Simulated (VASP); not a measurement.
# Cs (P6_3/mmc) in VASP: further runs

The runs below take Cs through single point, with PBEsol.

All numbers are computed with VASP 6.6.1; they aren't measurements. Logs are shortened: lines on timing, memory, paths and dates and some standing lists are left out, and cuts for length are marked.

## Step 1: The cell of the first run

Symmetry: P6_3/mmc, No. 194, hexagonal system. The conventional cell has a = 5.367 Å, b = 5.367 Å, c = 18.072 Å, α = 90.00°, β = 90.00°, γ = 120.00°.

This isn't the form of Cs at room conditions, which is bcc.

## Step 2: Single point, PBEsol (strain along c alone, the other axes held: +3.0 %)

Input file INCAR:

```
PREC = Accurate
ENCUT = 520
EDIFF = 1E-7
ISMEAR = 0
SIGMA = 0.1
LREAL = F
LASPH = T
NELM = 80
ALGO = Fast
ISIF = 2
LWAVE = F
LCHARG = T
GGA = PS
LELF = T
LVHAR = T
NBANDS = 26
```

Input file KPOINTS:

```
Automatic mesh
0
Gamma
  12 12 4
```

Input file POSCAR:

```
Cs
1.0
    5.3666386631      0.0000000000      0.0000000000
   -2.6833193315      4.6476454151      0.0000000000
    0.0000000000      0.0000000000     18.0723985482
Cs
4
Direct
    0.0000000000      0.0000000000      0.0000000000
    0.3333333333      0.6666666667      0.2500000000
    0.0000000000      0.0000000000      0.5000000000
    0.6666666667      0.3333333333      0.7500000000
```

Potentials or basis: VASP PAW PBE potentials, release 64 (Cs_sv).

Launch:

```bash
$ cat potpaw_PBE.64/Cs_sv/POTCAR > POTCAR
$ mpirun -np 1 vasp_std > vasp.out
```

OUTCAR:

```text
PREC = Accurate
   ENCUT = 520
   EDIFF = 1E-7
   ISMEAR = 0
   LREAL = F
   LASPH = T
   NELM = 80
   ISIF = 2
   GGA = PS

 ion  position               nearest neighbor table
   1  0.000  0.000  0.000-
   2  0.333  0.667  0.250-
   3  0.000  0.000  0.500-
   4  0.667  0.333  0.750-

  LATTYP: Found a hexagonal cell.
 ALAT       =     5.3666386631
 C/A-ratio  =     3.3675452518

  Lattice vectors:

 A1 = (   5.3666386631,   0.0000000000,   0.0000000000)
 A2 = (  -2.6833193315,   4.6476454151,   0.0000000000)
 A3 = (   0.0000000000,   0.0000000000,  18.0723985482)

Analysis of symmetry for initial positions (statically):
=====================================================================
 Subroutine PRICEL returns:
 Original cell was already a primitive cell.

 Routine SETGRP: Setting up the symmetry group for a
 hexagonal supercell.

 Subroutine GETGRP returns: Found 24 space group operations
 (whereof 12 operations were pure point group operations)
 out of a pool of 24 trial point group operations.

The static configuration has the point symmetry D_3d.
 The point group associated with its full space group is D_6h.

Analysis of symmetry for dynamics (positions and initial velocities):
=====================================================================
 Subroutine PRICEL returns:
 Original cell was already a primitive cell.

 Routine SETGRP: Setting up the symmetry group for a
 hexagonal supercell.

 Subroutine GETGRP returns: Found 24 space group operations
 (whereof 12 operations were pure point group operations)
 out of a pool of 24 trial point group operations.

The dynamic configuration has the point symmetry D_3d.
 The point group associated with its full space group is D_6h.

 Subroutine INISYM returns: Found 24 space group operations
 (whereof 12 operations are pure point group operations),
 and found     1 'primitive' translations

----------------------------------------------------------------------------------------

                                     Primitive cell

  volume of cell :     450.7660

  direct lattice vectors                    reciprocal lattice vectors
     5.366638663  0.000000000  0.000000000     0.186336376  0.107581357  0.000000000
    -2.683319331  4.647645415  0.000000000     0.000000000  0.215162714  0.000000000
     0.000000000  0.000000000 18.072398548     0.000000000  0.000000000  0.055332998

  length of vectors
     5.366638663  5.366638663 18.072398548     0.215162714  0.215162714  0.055332998

  position of ions in fractional coordinates (direct lattice)
     0.000000000  0.000000000  0.000000000
     0.333333333  0.666666667  0.250000000
     0.000000000  0.000000000  0.500000000
     0.666666667  0.333333333  0.750000000

  ion indices of the primitive-cell ions
   primitive index   ion index
                 1           1
                 2           2
                 3           3
                 4           4

----------------------------------------------------------------------------------------

 KPOINTS: Automatic mesh

Automatic generation of k-mesh.
 Grid dimensions read from file:
 generate k-points for:   12   12    4

 Generating k-lattice:

  Cartesian coordinates                     Fractional coordinates (reciprocal lattice)
     0.015528031  0.008965113  0.000000000     0.083333333  0.000000000  0.000000000
     0.000000000  0.017930226  0.000000000     0.000000000  0.083333333  0.000000000
     0.000000000  0.000000000  0.013833250     0.000000000  0.000000000  0.250000000

  Length of vectors
     0.017930226  0.017930226  0.013833250

  Shift w.r.t. Gamma in fractional coordinates (k-lattice)
     0.000000000  0.000000000  0.000000000

 Subroutine IBZKPT returns following result:
 ===========================================

 Found     57 irreducible k-points:

 Following reciprocal coordinates:
            Coordinates               Weight
  0.000000  0.000000  0.000000      1.000000
  0.083333 -0.000000  0.000000      6.000000
  0.166667 -0.000000  0.000000      6.000000
  0.250000  0.000000  0.000000      6.000000
  0.333333  0.000000  0.000000      6.000000
  0.416667 -0.000000  0.000000      6.000000
[... 16 lines left out ...]
  0.250000  0.000000  0.250000     12.000000
  0.333333  0.000000  0.250000     12.000000
 [... further k-points ...]
   k-points           NKPTS =     57   k-points in BZ     NKDIM =     57   number of bands    NBANDS=     26
   number of dos      NEDOS =    301   number of ions     NIONS =      4
   total plane-waves  NPLWV = 224000
   dimension x,y,z NGX =    40 NGY =   40 NGZ =  140
   dimension x,y,z NGXF=    80 NGYF=   80 NGZF=  280
   ions per type =               4
   NGX,Y,Z   is equivalent  to a cutoff of  12.39, 12.39, 12.88 a.u.
   NGXF,Y,Z  is equivalent  to a cutoff of  24.78, 24.78, 25.76 a.u.
 SYSTEM =  unknown system
   PREC   = accura    normal or accurate (medium, high low for compatibility)
   ISTART =      0    job   : 0-new  1-cont  2-samecut
   ICHARG =      2    charge: 1-file 2-atom 10-const
   ISPIN  =      1    spin polarized calculation?
   LNONCOLLINEAR =      F non collinear calculations
   LSORBIT =      F    spin-orbit coupling
   LASPH  =      T    aspherical Exc in radial PAW
   ENCUT  =  520.0 eV  38.22 Ry    6.18 a.u.   9.98  9.98 33.60*2*pi/ulx,y,z
   NELM   =     80;   NELMIN=  2; NELMDL= -5     # of ELM steps
   EDIFF  = 0.1E-06   stopping-criterion for ELM
   LREAL  =      F    real-space projection
   EDIFFG = 0.1E-05   stopping-criterion for IOM
   NSW    =      0    number of steps for IOM
   IBRION =     -1    ionic relax: 0-MD 1-quasi-New 2-CG
   NFREE  =      0    steps in history (QN), initial steepest desc. (CG)
   ISIF   =      2    stress and relaxation
   ISYM   =      2    0-nonsym 1-usesym 2-fastsym
   POTIM  = 0.5000    time-step for ionic-motion
   TEBEG  =    0.0;   TEEND  =   0.0 temperature during run
   PSTRESS=    0.0 pullay stress
   NELECT =      36.0000    total number of electrons
   NUPDOWN=      -1.0000    fix difference up-down
   EMIN   =  10.00;   EMAX   =-10.00  energy-range for DOS
   EFERMI =   0.00;   METHOD = LEGACY
   ISMEAR =     0;   SIGMA  =   0.10  broadening in eV -4-tet -1-fermi 0-gaus
   EFERMI_NEDOS =   21; number of points for ismear=-14 and -15
   IALGO  =     68    algorithm
   IMIX   =      4    mixing-type and parameters
     AMIX     =   0.40;   BMIX     =  1.00
     AMIX_MAG =   1.60;   BMIX_MAG =  1.00
  volume/ion in A,a.u.               =     112.69       760.48
  Fermi-wavevector in a.u.,A,eV,Ry     =   0.705005  1.332266  6.762524  0.497031
  Thomas-Fermi vector in A             =   1.790399
   LORBIT       =      0    0 simple, 1 ext, 2 COOP (PROOUT), +10 PAW based schemes
   GGA     = PS    functional components
   LHFCALC =     F    Hartree Fock is set to
   AEXX    =    0.0000 exact exchange contribution
   IVDW    =     0    specifies the selected vdW correction
   LEPSILON=     F    determine dielectric tensor
   LRPA    =     F    only Hartree local field effects (RPA)
 non-spin polarized calculation
 RMM-DIIS sequential band-by-band and
 Gauss-broadening in eV      SIGMA  =   0.10
  energy-cutoff  :      520.00
  volume of cell :      450.77
 maximum number of plane-waves:     12189
 NGX is ok and might be reduce to    40
   NGX = 19   NGY = 19   NGZ = 67

 number of electron      36.0000000 magnetization

 Free energy of the ion-electron system (eV)
  ---------------------------------------------------
  ext. energy  EPLUGINS =         0.00000000
  ---------------------------------------------------
  free energy    TOTEN  =        -3.77709434 eV

  energy without entropy =       -3.75117786  energy(sigma->0) =       -3.76413610

 E-fermi :   0.4172     XC(G=0):  -5.5288

 val. band max:        0.4111219436   @ k =   0.5000   0.0000   0.0000
 cond. band min:       0.4300581248   @ k =   0.5000   0.0000   0.2500
 fundamental gap:      0.0189361811
 Fermi energy:         0.4172108790

 k-point     1 :       0.0000    0.0000    0.0000
  band No.  band energies     occupation
      1     -23.4068      2.00000
      2     -23.4041      2.00000
      3     -23.4038      2.00000
      4     -23.4010      2.00000
      5     -10.2644      2.00000
      6     -10.1978      2.00000
[... 18 lines left out ...]
     25       2.8290      0.00000
     26       2.8735      0.00000

 k-point     2 :       0.0833   -0.0000    0.0000
  band No.  band energies     occupation
      1     -23.4064      2.00000
      2     -23.4037      2.00000
      3     -23.4035      2.00000
      4     -23.4008      2.00000
      5     -10.2612      2.00000
      6     -10.1982      2.00000
[... 18 lines left out ...]
     25       2.7149      0.00000
     26       2.8886      0.00000

 k-point     3 :       0.1667   -0.0000    0.0000
  band No.  band energies     occupation
      1     -23.4052      2.00000
      2     -23.4028      2.00000
      3     -23.4025      2.00000
      4     -23.4001      2.00000
      5     -10.2521      2.00000
      6     -10.2020      2.00000
[... 18 lines left out ...]
     25       2.4238      0.00000
     26       2.4284      0.00000

 k-point     4 :       0.2500    0.0000    0.0000
  band No.  band energies     occupation
      1     -23.4035      2.00000
      2     -23.4015      2.00000
      3     -23.4012      2.00000
      4     -23.3992      2.00000
      5     -10.2392      2.00000
      6     -10.2180      2.00000
[... 18 lines left out ...]
     25       2.0949      0.00000
     26       2.1216      0.00000
[... 496 lines left out ...]
      1     -23.4050      2.00000
      2     -23.4036      2.00000
      3     -23.4017      2.00000
      4     -23.4003      2.00000
      5     -10.2482      2.00000
      6     -10.2210      2.00000
[... 18 lines left out ...]
     25       2.3606      0.00000
     26       2.5034      0.00000

 k-point    23 :       0.2500    0.0000    0.2500
  band No.  band energies     occupation
      1     -23.4033      2.00000
      2     -23.4022      2.00000
      3     -23.4005      2.00000
      4     -23.3994      2.00000
      5     -10.2376      2.00000
      6     -10.2255      2.00000
[... 18 lines left out ...]
     25       2.1546      0.00000
     26       2.1861      0.00000

 k-point    24 :       0.3333    0.0000    0.2500
  band No.  band energies     occupation
      1     -23.4016      2.00000
      2     -23.4007      2.00000
      3     -23.3994      2.00000
      4     -23.3985      2.00000
      5     -10.2452      2.00000
      6     -10.2383      2.00000
[... 18 lines left out ...]
     25       1.9826      0.00000
     26       2.0502      0.00000

 [... further k-points ...]

------------------------ aborting loop because EDIFF is reached ----------------------------------------

  FORCE on cell =-STRESS in cart. coord.  units (eV):
  Direction    XX          YY          ZZ          XY          YZ          ZX
  --------------------------------------------------------------------------------------
  -------------------------------------------------------------------------------------
  Total       -0.0871062     -0.0871062     -0.3859968     -0.0000000      0.0000000      0.0000000
  in kB       -0.3096054     -0.3096054     -1.3719654     -0.0000000      0.0000000      0.0000000
  external PRESSURE =      -0.6637254 kB  Pullay stress =       0.0000000 kB

 VOLUME and BASIS-vectors are now :
 -----------------------------------------------------------------------------
  energy-cutoff  :      520.00
  volume of cell :      450.77
      direct lattice vectors                 reciprocal lattice vectors
     5.366638663  0.000000000  0.000000000     0.186336376  0.107581357  0.000000000
    -2.683319331  4.647645415  0.000000000     0.000000000  0.215162714  0.000000000
     0.000000000  0.000000000 18.072398548     0.000000000  0.000000000  0.055332998

 POSITION                                       TOTAL-FORCE (eV/Angst)
 -----------------------------------------------------------------------------------
      0.00000      0.00000      0.00000         0.000000      0.000000     -0.000000
     -0.00000      3.09843      4.51810         0.000000      0.000000      0.000000
      0.00000      0.00000      9.03620         0.000000      0.000000     -0.000000
      2.68332      1.54922     13.55430        -0.000000     -0.000000      0.000000
 -----------------------------------------------------------------------------------
    total drift:                                0.000000      0.000000     -0.000000

  FREE ENERGIE OF THE ION-ELECTRON SYSTEM (eV)
  ---------------------------------------------------
  free  energy   TOTEN  =        -3.7770943389 eV

  energy  without entropy=       -3.7511778634  energy(sigma->0) =       -3.76413610
```

Run time: 14 min. Hardware: 1 thread of AMD EPYC 9755, shared host; peak memory 0.77 GiB.

Results:

```yaml
Free_energy: -3.7771 eV
Pressure: -0.1 GPa
Band_gap_on_the_k_mesh: zero (bands 18 and 19 overlap by 1.82 eV)
```

Levels at points of the mesh, in eV from the Fermi level:
```tsv
k point	band 16	band 17	band 18	band 19	band 20	band 21
(0.00, 0.00, 0.00)	-10.54	-1.70	-1.10	-1.10	-0.09	0.71
(0.50, 0.00, 0.00)	-10.56	-0.01	0.16	0.23	0.32	0.80
(0.00, 0.00, 0.50)	-10.54	-1.54	-1.54	-0.50	-0.50	1.05
(0.50, 0.00, 0.50)	-10.57	0.06	0.06	0.29	0.29	0.83
```

Caveat: the cell differs from its parent crystal (strain along c alone, the other axes held: +3.0 %); the PAW data sets were made with another functional, which shifts forces and pressure a little; spin-orbit coupling is left out, which moves the levels of the heavy elements.

## Step 3: Single point, PBEsol (strain along c alone, the other axes held: +4.5 %)

Input file INCAR:

```
PREC     = Accurate       # precision mode
ENCUT    = 520            # plane-wave cutoff, eV
EDIFF    = 1E-6           # SCF threshold, eV
ISMEAR   = 0              # smearing method
SIGMA    = 0.1            # smearing width, eV
LREAL    = False          # projectors in reciprocal space
LASPH    = True           # aspherical terms in the spheres
NELM     = 60             # most SCF steps
ALGO     = Fast           # electronic algorithm
ISIF     = 2              # what is computed and relaxed
LWAVE    = False          # write WAVECAR
LCHARG   = False          # write CHGCAR
GGA      = PS             # functional
NBANDS   = 26             # bands
```

KPOINTS is that of step 2.

Changes to POSCAR since step 2:

```diff
@@ -4,3 +4,3 @@
    -2.6833193315      4.6476454151      0.0000000000
-    0.0000000000      0.0000000000     18.0723985482
+    0.0000000000      0.0000000000     18.3355888184
 Cs
```

Potentials or basis: VASP PAW PBE potentials, release 64 (Cs_sv).

Launch:

```bash
$ cat potpaw_PBE.64/Cs_sv/POTCAR > POTCAR
$ mpirun -np 1 vasp_std > vasp.out
```

It took 9.5 min on 1 thread of AMD EPYC 9755, shared host; peak memory 0.77 GiB.

It converged, with:

| Item | Value |
| --- | --- |
| Free energy | -3.7708 eV |
| Pressure | -0.1 GPa |
| Band gap on the k mesh | zero (bands 18 and 19 overlap by 1.84 eV) |

Stress tensor (GPa, compression positive):
```
-0.04  0.00  0.00
 0.00 -0.04  0.00
 0.00  0.00 -0.19
```

Levels at points of the mesh, in eV from the Fermi level:
```csv
k point,band 16,band 17,band 18,band 19,band 20,band 21
"(0.00, 0.00, 0.00)",-10.55,-1.69,-1.11,-1.11,-0.12,0.66
"(0.50, 0.00, 0.00)",-10.58,0.01,0.17,0.24,0.33,0.79
"(0.00, 0.00, 0.50)",-10.55,-1.53,-1.53,-0.52,-0.52,1.01
"(0.50, 0.00, 0.50)",-10.58,0.07,0.07,0.30,0.30,0.83
```

Caveat: the cell differs from its parent crystal (strain along c alone, the other axes held: +4.5 %); the PAW data sets were made with another functional, which shifts forces and pressure a little; spin-orbit coupling is left out, which moves the levels of the heavy elements.

The gap in the log of VASP goes by the Fermi energy; the results here count the filled bands.